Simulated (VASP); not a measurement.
Mg7I16 (a cell with a defect), 23 atoms in the cell. The cell holds a defect, 23 atoms: a = 9.886 Å, b = 9.886 Å, c = 10.712 Å, α = 116.17°, β = 116.17°, γ = 92.53°. 

```yaml
Program: VASP 6.6.1
Task: single point
Functional: PBE
Dispersion: D3(BJ)
Potentials_or_basis: VASP PAW PBE potentials, release 64 (Mg, I)
Cutoff: 520 eV
k_mesh: 2 × 2 × 2
Occupations: gaussian, width 0.05 eV
Spin: no spin polarisation
Dipole_correction: no
Further_INCAR_settings: LREAL = Auto; ALGO = Normal; EDIFF = 1e-06; NBANDS = 80
```

Potentials or basis: VASP PAW PBE potentials, release 64 (Mg, I).

The run is started by

```console
$ cat potpaw_PBE.64/Mg/POTCAR potpaw_PBE.64/I/POTCAR > POTCAR
$ mpirun -np 1 vasp_std > vasp.out
```

Hardware: 1 thread of Intel(R) Xeon(R) 6975P-C (Granite Rapids), with other jobs on the host.

Problem. Estimate the wall time of this run.

Solution. Run time: 6.8 min on 1 thread of Intel(R) Xeon(R) 6975P-C (Granite Rapids) (shared host), peak memory 1 GiB. Counts: scf iterations 15, k points 6.
